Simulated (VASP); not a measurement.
A run of VASP 6.6.1:

The input INCAR:

```
SYSTEM = ZnCu
  PREC = Accurate
  ENCUT = 520
  EDIFF = 1E-7
  ISMEAR = 0
  SIGMA = 0.15
  LREAL = .FALSE.
  LASPH = .TRUE.
  NELM = 100
  ALGO = Normal
  ISIF = 2
  LWAVE = .FALSE.
  LCHARG = .FALSE.
  GGA = PS
  NBANDS = 18
```

KPOINTS

```
Automatic mesh
0
G
  18 18 18
  0 0 0
```

POSCAR

```
ZnCu
1.0
    3.3058171460      0.0000000000      0.0000000000
    0.0000000000      3.3058171460      0.0000000000
    0.0000000000      0.0000000000      2.3372127222
Zn Cu
1 1
Direct
    0.5000000000      0.5000000000      0.5000000000
    0.0000000000      0.0000000000      0.0000000000
```

Potentials or basis: VASP PAW PBE potentials, release 64 (Zn, Cu).

Command:

```bash
$ cat potpaw_PBE.64/Zn/POTCAR potpaw_PBE.64/Cu/POTCAR > POTCAR
$ mpirun -np 1 vasp_std > vasp.out
```

Hardware: 1 thread of AMD EPYC 7R43 64-Core Processor (Zen 3), with other jobs on the host.

**Question.** How long does it take, and how much memory?

**Answer.** Wall time 4.3 min on 1 thread of AMD EPYC 7R43 64-Core Processor (Zen 3), on a shared host, peak memory 0.32 GiB. Counts: scf iterations 14, k points 550.
